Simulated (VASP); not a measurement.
Write the native input for VASP 6.6.1 that does the following.

```yaml
Task: single point
Functional: PBE
Potentials_or_basis: VASP PAW PBE potentials, release 64 (Si, Cl)
Cutoff: 500 eV
k_mesh: 6 × 4 × 2
Occupations: gaussian, width 0.1 eV
Spin: no spin polarisation
Dipole_correction: no
Further_INCAR_settings: ALGO = Normal; EDIFF = 1e-06; NBANDS = 29
```

The structure of Si3Cl lies in POSCAR:

```
Si3Cl
1.0
    3.5268623363      0.0000000000      0.0000000000
    0.0069390652      4.5829658253      0.0000000000
    0.2367513473      1.0063807744     11.1646165700
Si Cl
6 2
Direct
    0.0897555391      0.5578925313      0.8021578636
    0.6311510001      0.5095363925      0.1700111859
    0.5982040498      0.4156598848      0.6616961153
    0.5801877038      0.5790455590      0.9510996528
    0.5915307247      0.9386030440      0.7740907819
    0.4036254124      0.9975857075      0.2175474240
    0.0508269462      0.9670694158      0.3760222797
    0.0547186241      0.0346074649      0.0473746967
```

These files were run (other wordings do the same):

INCAR

```
ALGO     = Normal         # electronic algorithm
EDIFF    = 1E-6           # SCF threshold, eV
ENCUT    = 500            # plane-wave cutoff, eV
GGA      = PE             # functional
GGA_COMPAT= F            
ISIF     = 2              # what is computed and relaxed
ISMEAR   = 0              # smearing method
LASPH    = T              # aspherical terms in the spheres
LCHARG   = T              # write CHGCAR
LELF     = T              # ELF
LREAL    = F              # projectors in reciprocal space
LVHAR    = T            
LWAVE    = F              # write WAVECAR
NBANDS   = 29             # bands
NELM     = 120            # most SCF steps
PREC     = Accurate       # precision mode
SIGMA    = 0.1            # smearing width, eV
```

KPOINTS

```
k-points
0
Gamma
  6 4 2
```

Potentials or basis: VASP PAW PBE potentials, release 64 (Si, Cl).

The run is started by

```sh
$ cat potpaw_PBE.64/Si/POTCAR potpaw_PBE.64/Cl/POTCAR > POTCAR
$ mpirun -np 1 vasp_std > vasp.out
```

Results of the run:

- Pressure: 0.0 GPa
- Largest force: 0.099 eV/Å
- Band gap on the k mesh: zero (bands 19 and 20 overlap by 1.85 eV)

Run time: 4.2 min on 1 thread of Intel Xeon 8259CL, with other jobs on the host, peak memory 0.32 GiB.
